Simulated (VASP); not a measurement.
## Ni2Ge: single point with PBEsol

Crystal: Ni2Ge.

```xyz
6
Lattice="3.6542 0.0000 0.0000 -1.8271 3.1646 0.0000 0.0000 0.0000 5.4152" Properties=species:S:1:pos:R:3 pbc="T T T"
Ni    1.8271    1.0549    1.3538
Ni    0.0000    2.1098    4.0614
Ni    0.0000    0.0000    0.0000
Ni    0.0000    0.0000    2.7076
Ge    1.8271    1.0549    4.0614
Ge    0.0000    2.1098    1.3538
```

This cell differs from its parent crystal: strain -0.080 along x and y, +0.080 along z.

```json
{"Program": "VASP 6.6.1", "Task": "single point", "Functional": "PBEsol", "Potentials or basis": "VASP PAW PBE potentials, release 64 (Ni, Ge_d)", "Cutoff": "520 eV", "k mesh": "12 × 12 × 10", "Occupations": "gaussian, width 0.15 eV", "Spin": "no spin polarisation"}
```

```json
{
 "Pressure": "34.4 GPa",
 "Band gap on the k mesh": "zero (bands 34 and 35 overlap by 4.07 eV)"
}
```

Stress tensor (GPa, compression positive):
```
49.90  0.00  0.00
 0.00 49.90  0.00
 0.00  0.00  3.34
```

Levels at points of the mesh, in eV from the Fermi level:
| k point | band 31 | band 32 | band 33 | band 34 | band 35 | band 36 | band 37 | band 38 |
| --- | --- | --- | --- | --- | --- | --- | --- | --- |
| (0.00, 0.00, 0.00) | -0.58 | -0.58 | -0.41 | 3.36 | 4.02 | 4.02 | 4.23 | 4.29 |
| (0.50, 0.00, 0.00) | -1.57 | -1.19 | -1.13 | -0.87 | -0.71 | 0.85 | 2.08 | 3.74 |
| (0.00, 0.00, 0.50) | -1.24 | -1.24 | 0.98 | 0.98 | 4.31 | 4.31 | 4.31 | 4.31 |
| (0.50, 0.00, 0.50) | -1.35 | -1.35 | -1.10 | -1.10 | 1.13 | 1.13 | 3.42 | 3.42 |

Run time: 5.2 min on 1 thread of Intel(R) Xeon(R) Platinum 8488C (Sapphire Rapids), with other jobs on the host, peak memory 0.34 GiB.

Caveat: the cell differs from its parent crystal (strain -0.080 along x and y, +0.080 along z); the cell stands under pressure; the PAW data sets were made with another functional, which shifts forces and pressure a little. Spin polarisation is off, so any magnetic state and its effect on volume and gap are missing.
